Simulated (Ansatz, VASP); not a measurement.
# Ca: VASP beside Ansatz

```
CELL_PARAMETERS angstrom
3.46048 0.00000 0.00000
0.00000 3.46048 0.00000
0.00000 0.00000 3.46048
ATOMIC_POSITIONS crystal
Ca 0.00000 0.00000 0.00000
```

Change from the starting cell: volume scaled by 0.95.

Alike in both runs: task single point; functional PBE; k mesh 13 × 13 × 13; occupations fermi-dirac, width 0.05 eV; no spin polarisation.

```csv
,VASP,Ansatz
version,VASP 6.6.1,Ansatz 0.2.0
potentials or method,"VASP PAW PBE potentials, release 64 (Ca_sv), cutoff 520 eV","all-electron LAPW, scalar-relativistic"
```

|  | VASP | Ansatz | Ansatz less VASP |
| --- | --- | --- | --- |
| pressure (GPa) | 0.6 | 0.6 | 0.00 |

Ansatz ran all-electron here, and VASP with PAW potentials.
